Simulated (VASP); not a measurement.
# GdO (F-43m) in VASP: notebook, part 2 of 2

VASP 6.6.1. The steps go on from the part before.

**4. Single point, LDA+U, collinear spin, ferromagnetic start**

Contents of INCAR:

```
SYSTEM = GdO
PREC     = Accurate       ! precision mode
ENCUT    = 520            ! plane-wave cutoff, eV
EDIFF    = 1E-7           ! SCF threshold, eV
ISMEAR   = -1             ! smearing method
SIGMA    = 0.1            ! smearing width, eV
LREAL    = .False.        ! projectors in reciprocal space
LASPH    = .True.         ! aspherical terms in the spheres
NELM     = 150            ! most SCF steps
ALGO     = Normal         ! electronic algorithm
ISIF     = 2              ! what is computed and relaxed
LWAVE    = .False.        ! write WAVECAR
LCHARG   = .True.         ! write CHGCAR
ISPIN    = 2              ! spin polarisation
MAGMOM   = 9.1 0          ! initial moments
LORBIT   = 11             ! projections on sites
LMAXMIX  = 6              ! l up to which the mixer works
LDAU     = .True.         ! DFT+U
LDAUTYPE = 2            
LDAUL    = 3 -1           ! shell
LDAUU    = 5 0            ! U, eV
LDAUJ    = 0 0          
LDAUPRINT= 1            
GGA      = CA             ! functional
LELF     = .True.         ! ELF
LVHAR    = .True.       
NBANDS   = 23             ! bands
```

Contents of KPOINTS:

```
regular mesh
0
Gamma
  9 9 9
  0 0 0
```

Contents of POSCAR:

```
GdO
1.0
    0.0000000000      2.7000000000      2.7000000000
    2.7000000000      0.0000000000      2.7000000000
    2.7000000000      2.7000000000      0.0000000000
Gd O
1 1
Direct
    0.0000000000      0.0000000000      0.0000000000
    0.2500000000      0.2500000000      0.2500000000
```

Potentials or basis: VASP PAW PBE potentials, release 64 (Gd, O).

Run with:

```sh
cat potpaw_PBE.64/Gd/POTCAR potpaw_PBE.64/O/POTCAR > POTCAR
mpirun -np 1 vasp_std > vasp.out
```

OUTCAR:

```text
SYSTEM = GdO
   PREC = Accurate
   ENCUT = 520
   EDIFF = 1E-7
   ISMEAR = -1
   LREAL = .False.
   LASPH = .True.
   NELM = 150
   ISIF = 2
   ISPIN = 2
   LORBIT = 11
   GGA = CA

 ion  position               nearest neighbor table
   1  0.000  0.000  0.000-   2 2.34   2 2.34   2 2.34   2 2.34
   2  0.250  0.250  0.250-   1 2.34   1 2.34   1 2.34   1 2.34

  LATTYP: Found a face centered cubic cell.
 ALAT       =     5.4000000000

  Lattice vectors:

 A1 = (   0.0000000000,   2.7000000000,   2.7000000000)
 A2 = (   2.7000000000,   0.0000000000,   2.7000000000)
 A3 = (   2.7000000000,   2.7000000000,   0.0000000000)

Analysis of symmetry for initial positions (statically):
=====================================================================
 Subroutine PRICEL returns:
 Original cell was already a primitive cell.

 Routine SETGRP: Setting up the symmetry group for a
 face centered cubic supercell.

 Subroutine GETGRP returns: Found 24 space group operations
 (whereof 24 operations were pure point group operations)
 out of a pool of 48 trial point group operations.

The static configuration has the point symmetry T_d .

Analysis of symmetry for dynamics (positions and initial velocities):
=====================================================================
 Subroutine PRICEL returns:
 Original cell was already a primitive cell.
[... 199 lines left out ...]
  o =  0.9914  v =  0.0000 -0.0000  0.0000  0.0000  0.5323  0.7393  0.4123  0.0000  0.0000  0.0000  0.0000  0.0000  0.0000  0.0000      0.0000  0.0000  0.0000  0.0000  0.0000  0.0000  0.0000  0.0000  0.0000  0.0000  0.0000  0.0000  0.0000  0.0000
  o =  0.9914  v =  0.0000  0.0000 -0.0000 -0.0000  0.5845 -0.6733  0.4528  0.0000  0.0000  0.0000  0.0000  0.0000  0.0000  0.0000      0.0000  0.0000  0.0000  0.0000  0.0000  0.0000  0.0000  0.0000  0.0000  0.0000  0.0000  0.0000  0.0000  0.0000
  o =  0.9914  v = -0.6124 -0.0000  0.7906 -0.0000  0.0000 -0.0000  0.0000  0.0000  0.0000  0.0000  0.0000  0.0000  0.0000  0.0000      0.0000  0.0000  0.0000  0.0000  0.0000  0.0000  0.0000  0.0000  0.0000  0.0000  0.0000  0.0000  0.0000  0.0000
  o =  0.9963  v =  0.0000  1.0000  0.0000 -0.0000  0.0000  0.0000 -0.0000  0.0000  0.0000  0.0000  0.0000  0.0000  0.0000  0.0000      0.0000  0.0000  0.0000  0.0000  0.0000  0.0000  0.0000  0.0000  0.0000  0.0000  0.0000  0.0000  0.0000  0.0000

 number of electron      23.9999990 magnetization       7.7631804

 Free energy of the ion-electron system (eV)
  ---------------------------------------------------
  ext. energy  EPLUGINS =         0.00000000
  ---------------------------------------------------
  free energy    TOTEN  =       -22.46475641 eV

  energy without entropy =      -22.42953114  energy(sigma->0) =      -22.44714377

 E-fermi :   3.9297     XC(G=0): -10.5399

 val. band max:        3.9185397796   @ k =  -0.2222   0.2222   0.0000
 cond. band min:       3.9505888884   @ k =   0.4444   0.1111   0.0000
 fundamental gap:      0.0320491088
 Fermi energy:         3.9296771734

 spin component 1

 k-point     1 :       0.0000    0.0000    0.0000
  band No.  band energies     occupation
      1     -41.7932      1.00000
      2     -19.1603      1.00000
      3     -19.1603      1.00000
      4     -19.1603      1.00000
      5     -15.3805      1.00000
      6      -4.1564      1.00000
[... 1241 lines left out ...]
     22      14.1461      0.00000
     23      15.0110      0.00000

 [... further k-points ...]
[... 5 lines left out ...]
  --------------------------------------------------------------------------------------
  -------------------------------------------------------------------------------------
  Total       -1.6324254     -1.6324254     -1.6324254      0.0000000      0.0000000      0.0000000
  in kB      -66.4389319    -66.4389319    -66.4389319      0.0000000      0.0000000      0.0000000
  external PRESSURE =     -66.4389319 kB  Pullay stress =       0.0000000 kB

 VOLUME and BASIS-vectors are now :
 -----------------------------------------------------------------------------
  energy-cutoff  :      520.00
  volume of cell :       39.37
      direct lattice vectors                 reciprocal lattice vectors
     0.000000000  2.700000000  2.700000000    -0.185185185  0.185185185  0.185185185
     2.700000000  0.000000000  2.700000000     0.185185185 -0.185185185  0.185185185
     2.700000000  2.700000000  0.000000000     0.185185185  0.185185185 -0.185185185

 POSITION                                       TOTAL-FORCE (eV/Angst)
 -----------------------------------------------------------------------------------
      0.00000      0.00000      0.00000         0.000000     -0.000000      0.000000
      1.35000      1.35000      1.35000        -0.000000      0.000000     -0.000000
 -----------------------------------------------------------------------------------
    total drift:                                0.000000      0.000000      0.000000

  FREE ENERGIE OF THE ION-ELECTRON SYSTEM (eV)
  ---------------------------------------------------
  free  energy   TOTEN  =       -22.4647564101 eV

  energy  without entropy=      -22.4295311372  energy(sigma->0) =      -22.44714377

 total charge

# of ion       s       p       d       f       tot
--------------------------------------------------
    1        2.032   5.603   0.522   6.980  15.137
    2        1.557   3.405   0.000   0.000   4.961
--------------------------------------------------
tot          3.589   9.007   0.522   6.980  20.098

 magnetization (x)

# of ion       s       p       d       f       tot
--------------------------------------------------
    1        0.005  -0.037   0.199   6.894   7.062
    2        0.002  -0.010   0.000   0.000  -0.009
--------------------------------------------------
tot          0.007  -0.047   0.199   6.894   7.053
```

Wall time 60 s (1 thread of AMD EPYC 9R45 (Zen 5), shared host); peak memory 0.16 GiB.

Results:

| Quantity | Value |
| --- | --- |
| Free energy | -22.4648 eV |
| Pressure | -6.6 GPa |
| Net moment | 7.76 μB per cell |
| Site moments | Gd +7.06; O -0.01 μB |
| Valence electrons inside the program's atomic spheres | Gd 15.14; O 4.96 |

Eigenvalues of the final occupation matrices:
| site | spin | trace | eigenvalues |
| --- | --- | --- | --- |
| site 1 f | 1 | 6.94 | 0.99 0.99 0.99 0.99 0.99 0.99 1.00 |
| site 1 f | 2 | 0.04 | 0.00 0.00 0.00 0.00 0.00 0.00 0.02 |

Caveat: the PAW data sets were made with another functional, which shifts forces and pressure a little; spin-orbit coupling is left out, which moves the levels of the heavy elements; a cell with one magnetic atom can't hold antiferromagnetic order, which such compounds often take. The state reached can hang on the start; a lower one may exist.

**5. Single point, LDA+U, collinear spin, ferromagnetic start**

Contents of INCAR:

```
SYSTEM = GdO
  PREC = Accurate
  ENCUT = 520
  EDIFF = 1E-7
  ISMEAR = -1
  SIGMA = 0.1
  LREAL = .FALSE.
  LASPH = .TRUE.
  NELM = 150
  ALGO = Normal
  ISIF = 2
  LWAVE = .FALSE.
  LCHARG = .FALSE.
  ISPIN = 2
  MAGMOM = 9.1 0
  LORBIT = 11
  LMAXMIX = 6
  LDAU = .TRUE.
  LDAUTYPE = 2
  LDAUL = 3 -1
  LDAUU = 7 0
  LDAUJ = 0 0
  LDAUPRINT = 1
  GGA = CA
  NBANDS = 23
```

Contents of KPOINTS:

```
regular mesh
0
G
  9 9 9
  0 0 0
```

POSCAR is that of step 4.

Potentials or basis: VASP PAW PBE potentials, release 64 (Gd, O).

Run with:

```sh
cat potpaw_PBE.64/Gd/POTCAR potpaw_PBE.64/O/POTCAR > POTCAR
mpirun -np 1 vasp_std > vasp.out
```

OUTCAR:

```text
SYSTEM = GdO
   PREC = Accurate
   ENCUT = 520
   EDIFF = 1E-7
   ISMEAR = -1
   LREAL = .FALSE.
   LASPH = .TRUE.
   NELM = 150
   ISIF = 2
   ISPIN = 2
   LORBIT = 11
   GGA = CA

 ion  position               nearest neighbor table
   1  0.000  0.000  0.000-   2 2.34   2 2.34   2 2.34   2 2.34
   2  0.250  0.250  0.250-   1 2.34   1 2.34   1 2.34   1 2.34

  LATTYP: Found a face centered cubic cell.
 ALAT       =     5.4000000000

  Lattice vectors:

 A1 = (   0.0000000000,   2.7000000000,   2.7000000000)
 A2 = (   2.7000000000,   0.0000000000,   2.7000000000)
 A3 = (   2.7000000000,   2.7000000000,   0.0000000000)

Analysis of symmetry for initial positions (statically):
=====================================================================
 Subroutine PRICEL returns:
 Original cell was already a primitive cell.

 Routine SETGRP: Setting up the symmetry group for a
 face centered cubic supercell.

 Subroutine GETGRP returns: Found 24 space group operations
 (whereof 24 operations were pure point group operations)
 out of a pool of 48 trial point group operations.

The static configuration has the point symmetry T_d .

Analysis of symmetry for dynamics (positions and initial velocities):
=====================================================================
 Subroutine PRICEL returns:
 Original cell was already a primitive cell.

 Routine SETGRP: Setting up the symmetry group for a
 face centered cubic supercell.

 Subroutine GETGRP returns: Found 24 space group operations
 (whereof 24 operations were pure point group operations)
 out of a pool of 48 trial point group operations.

The dynamic configuration has the point symmetry T_d .

Analysis of structural, dynamic, and magnetic symmetry:
=====================================================================
 Subroutine PRICEL returns:
 Original cell was already a primitive cell.

 Routine SETGRP: Setting up the symmetry group for a
[... 160 lines left out ...]

spin component  2

  0.0033  0.0000 -0.0001  0.0000 -0.0000 -0.0000 -0.0000
  0.0000  0.0126  0.0000  0.0000 -0.0000 -0.0000 -0.0000
 -0.0001  0.0000  0.0033  0.0000  0.0000 -0.0000 -0.0000
  0.0000  0.0000  0.0000  0.0032  0.0000  0.0000 -0.0000
 -0.0000 -0.0000  0.0000  0.0000  0.0033 -0.0000  0.0001
 -0.0000 -0.0000 -0.0000  0.0000 -0.0000  0.0034 -0.0000
 -0.0000 -0.0000 -0.0000 -0.0000  0.0001 -0.0000  0.0033

 occupancies and eigenvectors

  o =  0.0032  v =  0.0000  0.0000  0.0000  0.0000  0.0000  0.0000  0.0000 -0.0000 -0.0000 -0.0000  1.0000  0.0001 -0.0000 -0.0001      0.0000  0.0000  0.0000  0.0000  0.0000  0.0000  0.0000  0.0000  0.0000  0.0000  0.0000  0.0000  0.0000  0.0000
  o =  0.0032  v =  0.0000  0.0000  0.0000  0.0000  0.0000  0.0000  0.0000 -0.0015  0.0000 -0.0012 -0.0001  0.6124  0.0000 -0.7906      0.0000  0.0000  0.0000  0.0000  0.0000  0.0000  0.0000  0.0000  0.0000  0.0000  0.0000  0.0000  0.0000  0.0000
  o =  0.0032  v =  0.0000  0.0000  0.0000  0.0000  0.0000  0.0000  0.0000  0.7906 -0.0000  0.6124  0.0000  0.0012  0.0000 -0.0015      0.0000  0.0000  0.0000  0.0000  0.0000  0.0000  0.0000  0.0000  0.0000  0.0000  0.0000  0.0000  0.0000  0.0000
  o =  0.0034  v =  0.0000  0.0000  0.0000  0.0000  0.0000  0.0000  0.0000  0.0003  0.0000 -0.0004  0.0000  0.7906  0.0000  0.6124      0.0000  0.0000  0.0000  0.0000  0.0000  0.0000  0.0000  0.0000  0.0000  0.0000  0.0000  0.0000  0.0000  0.0000
  o =  0.0034  v =  0.0000  0.0000  0.0000  0.0000  0.0000  0.0000  0.0000 -0.6124 -0.0000  0.7906  0.0000  0.0004  0.0001  0.0003      0.0000  0.0000  0.0000  0.0000  0.0000  0.0000  0.0000  0.0000  0.0000  0.0000  0.0000  0.0000  0.0000  0.0000
  o =  0.0034  v =  0.0000  0.0000  0.0000  0.0000  0.0000  0.0000  0.0000 -0.0000  0.0000  0.0001 -0.0000  0.0000 -1.0000  0.0000      0.0000  0.0000  0.0000  0.0000  0.0000  0.0000  0.0000  0.0000  0.0000  0.0000  0.0000  0.0000  0.0000  0.0000
  o =  0.0126  v =  0.0000  0.0000  0.0000  0.0000  0.0000  0.0000  0.0000 -0.0000 -1.0000 -0.0000 -0.0000  0.0000 -0.0000  0.0000      0.0000  0.0000  0.0000  0.0000  0.0000  0.0000  0.0000  0.0000  0.0000  0.0000  0.0000  0.0000  0.0000  0.0000
  o =  0.9918  v = -0.0001 -0.0000 -0.0000  1.0000 -0.0060  0.0000  0.0077  0.0000  0.0000  0.0000  0.0000  0.0000  0.0000  0.0000      0.0000  0.0000  0.0000  0.0000  0.0000  0.0000  0.0000  0.0000  0.0000  0.0000  0.0000  0.0000  0.0000  0.0000
  o =  0.9918  v =  0.0002  0.0000  0.0001 -0.0098 -0.6123 -0.0000  0.7905  0.0000  0.0000  0.0000  0.0000  0.0000  0.0000  0.0000      0.0000  0.0000  0.0000  0.0000  0.0000  0.0000  0.0000  0.0000  0.0000  0.0000  0.0000  0.0000  0.0000  0.0000
  o =  0.9918  v =  0.7906 -0.0000  0.6124  0.0001  0.0001 -0.0000 -0.0002  0.0000  0.0000  0.0000  0.0000  0.0000  0.0000  0.0000      0.0000  0.0000  0.0000  0.0000  0.0000  0.0000  0.0000  0.0000  0.0000  0.0000  0.0000  0.0000  0.0000  0.0000
  o =  0.9921  v = -0.0001  0.0000  0.0001 -0.0000  0.0175  0.9998  0.0136  0.0000  0.0000  0.0000  0.0000  0.0000  0.0000  0.0000      0.0000  0.0000  0.0000  0.0000  0.0000  0.0000  0.0000  0.0000  0.0000  0.0000  0.0000  0.0000  0.0000  0.0000
  o =  0.9921  v =  0.6124  0.0000 -0.7906 -0.0000 -0.0001  0.0001 -0.0000  0.0000  0.0000  0.0000  0.0000  0.0000  0.0000  0.0000      0.0000  0.0000  0.0000  0.0000  0.0000  0.0000  0.0000  0.0000  0.0000  0.0000  0.0000  0.0000  0.0000  0.0000
  o =  0.9921  v = -0.0000  0.0000  0.0001 -0.0000 -0.7904  0.0221 -0.6122  0.0000  0.0000  0.0000  0.0000  0.0000  0.0000  0.0000      0.0000  0.0000  0.0000  0.0000  0.0000  0.0000  0.0000  0.0000  0.0000  0.0000  0.0000  0.0000  0.0000  0.0000
  o =  0.9978  v = -0.0000  1.0000  0.0000  0.0000  0.0000 -0.0000 -0.0000  0.0000  0.0000  0.0000  0.0000  0.0000  0.0000  0.0000      0.0000  0.0000  0.0000  0.0000  0.0000  0.0000  0.0000  0.0000  0.0000  0.0000  0.0000  0.0000  0.0000  0.0000

 number of electron      23.9999990 magnetization       7.8058056

 Free energy of the ion-electron system (eV)
  ---------------------------------------------------
  ext. energy  EPLUGINS =         0.00000000
  ---------------------------------------------------
  free energy    TOTEN  =       -22.37458306 eV

  energy without entropy =      -22.34563093  energy(sigma->0) =      -22.36010699

 E-fermi :   3.9370     XC(G=0): -10.5375

 val. band max:        3.9340567219   @ k =  -0.3333   0.1111   0.0000
 cond. band min:       3.9861844214   @ k =   0.4444   0.0000   0.0000
 fundamental gap:      0.0521276995
 Fermi energy:         3.9370036069

 spin component 1

 k-point     1 :       0.0000    0.0000    0.0000
  band No.  band energies     occupation
      1     -41.8057      1.00000
      2     -19.1721      1.00000
      3     -19.1721      1.00000
      4     -19.1721      1.00000
      5     -15.3752      1.00000
      6      -5.1007      1.00000
[... 1241 lines left out ...]
     22      14.1623      0.00000
     23      15.0626      0.00000

 [... further k-points ...]
[... 5 lines left out ...]
  --------------------------------------------------------------------------------------
  -------------------------------------------------------------------------------------
  Total       -1.5725954     -1.5725954     -1.5725954     -0.0000000     -0.0000000      0.0000000
  in kB      -64.0038809    -64.0038809    -64.0038809     -0.0000000     -0.0000000      0.0000000
  external PRESSURE =     -64.0038809 kB  Pullay stress =       0.0000000 kB

 VOLUME and BASIS-vectors are now :
 -----------------------------------------------------------------------------
  energy-cutoff  :      520.00
  volume of cell :       39.37
      direct lattice vectors                 reciprocal lattice vectors
     0.000000000  2.700000000  2.700000000    -0.185185185  0.185185185  0.185185185
     2.700000000  0.000000000  2.700000000     0.185185185 -0.185185185  0.185185185
     2.700000000  2.700000000  0.000000000     0.185185185  0.185185185 -0.185185185

 POSITION                                       TOTAL-FORCE (eV/Angst)
 -----------------------------------------------------------------------------------
      0.00000      0.00000      0.00000        -0.000000      0.000000     -0.000000
      1.35000      1.35000      1.35000         0.000000     -0.000000      0.000000
 -----------------------------------------------------------------------------------
    total drift:                                0.000000      0.000000      0.000000

  FREE ENERGIE OF THE ION-ELECTRON SYSTEM (eV)
  ---------------------------------------------------
  free  energy   TOTEN  =       -22.3745830628 eV

  energy  without entropy=      -22.3456309269  energy(sigma->0) =      -22.36010699

 total charge

# of ion       s       p       d       f       tot
--------------------------------------------------
    1        2.032   5.604   0.524   6.975  15.135
    2        1.557   3.406   0.000   0.000   4.963
--------------------------------------------------
tot          3.589   9.010   0.524   6.975  20.098

 magnetization (x)

# of ion       s       p       d       f       tot
--------------------------------------------------
    1        0.006  -0.036   0.203   6.912   7.084
    2        0.002  -0.010   0.000   0.000  -0.008
--------------------------------------------------
tot          0.008  -0.046   0.203   6.912   7.076
```

OSZICAR:

```text
N       E                     dE             d eps       ncg     rms          rms(c)
DAV:   1     0.164205685367E+03    0.16421E+03   -0.87272E+03  4570   0.542E+03
DAV:   2     0.233184121778E+01   -0.16187E+03   -0.13788E+03  4469   0.518E+02
DAV:   3    -0.177537117284E+02   -0.20086E+02   -0.19653E+02  4831   0.121E+02
DAV:   4    -0.202143254505E+02   -0.24606E+01   -0.24460E+01  6026   0.271E+01
DAV:   5    -0.202813521000E+02   -0.67027E-01   -0.66974E-01  5055   0.618E+00    0.373E+01
DAV:   6    -0.218645798345E+02   -0.15832E+01   -0.16542E+01  5161   0.139E+02    0.646E+01
DAV:   7    -0.223162946070E+02   -0.45171E+00   -0.24702E+00  5166   0.164E+01    0.461E+01
DAV:   8    -0.222960068551E+02    0.20288E-01   -0.48639E-01  5886   0.123E+01    0.260E+01
DAV:   9    -0.223167716829E+02   -0.20765E-01   -0.27053E-01  5382   0.128E+01    0.109E+01
DAV:  10    -0.223739661736E+02   -0.57194E-01   -0.43921E-02  5218   0.599E+00    0.223E+00
DAV:  11    -0.223742641499E+02   -0.29798E-03   -0.11394E-02  5575   0.123E+00    0.112E+00
DAV:  12    -0.223747939176E+02   -0.52977E-03   -0.16129E-03  4655   0.568E-01    0.101E+00
DAV:  13    -0.223745884494E+02    0.20547E-03   -0.55125E-04  5803   0.344E-01    0.219E-01
DAV:  14    -0.223745849241E+02    0.35252E-05   -0.49583E-05  4312   0.382E-02    0.130E-01
DAV:  15    -0.223745827458E+02    0.21784E-05   -0.53224E-05  4913   0.459E-02    0.107E-01
DAV:  16    -0.223745830438E+02   -0.29799E-06   -0.40902E-06  5339   0.358E-02    0.280E-02
DAV:  17    -0.223745830628E+02   -0.19029E-07   -0.97978E-07  4726   0.742E-03
   1 F= -.22374583E+02 E0= -.22360107E+02  d E =-.289521E-01  mag=     7.8058
```

Run time: 57 s. Hardware: 1 thread of AMD EPYC 9R45 (Zen 5), shared host; peak memory 0.16 GiB.

Results:

| Quantity | Value |
| --- | --- |
| Free energy | -22.3746 eV |
| Pressure | -6.4 GPa |
| Net moment | 7.81 μB per cell |
| Site moments | Gd +7.08; O -0.01 μB |
| Valence electrons inside the program's atomic spheres | Gd 15.13; O 4.96 |

Eigenvalues of the final occupation matrices:
| site | spin | trace | eigenvalues |
| --- | --- | --- | --- |
| site 1 f | 1 | 6.95 | 0.99 0.99 0.99 0.99 0.99 0.99 1.00 |
| site 1 f | 2 | 0.03 | 0.00 0.00 0.00 0.00 0.00 0.00 0.01 |

Caveat: the PAW data sets were made with another functional, which shifts forces and pressure a little; spin-orbit coupling is left out, which moves the levels of the heavy elements; a cell with one magnetic atom can't hold antiferromagnetic order, which such compounds often take. The state reached can hang on the start; a lower one may exist.

**6. Summary**

| U | gap on the mesh (eV) | pressure (GPa) | moment (μB) |
| --- | --- | --- | --- |
| Gd f U = 1.0 eV | none | -7.2 | 7.05 |
| Gd f U = 3.0 eV | none | -7.1 | 7.56 |
| Gd f U = 5.0 eV | none | -6.6 | 7.76 |
| Gd f U = 7.0 eV | none | -6.4 | 7.81 |

Alike in all rows: task single point; level LDA+U; potentials or basis VASP PAW PBE potentials, release 64 (Gd, O); spin collinear, ferromagnetic start; cell as given; k mesh 9 × 9 × 9; cutoff (eV) 520; smearing fermi-dirac 0.1 eV.

Every run on the cell as given and a fine mesh finds a metal.

Caveats: the PAW data sets were made with another functional, which shifts forces and pressure a little; spin-orbit coupling is left out, which moves the levels of the heavy elements; a cell with one magnetic atom can't hold antiferromagnetic order, which such compounds often take.

Absolute energies hang on the potentials; compare differences alone.
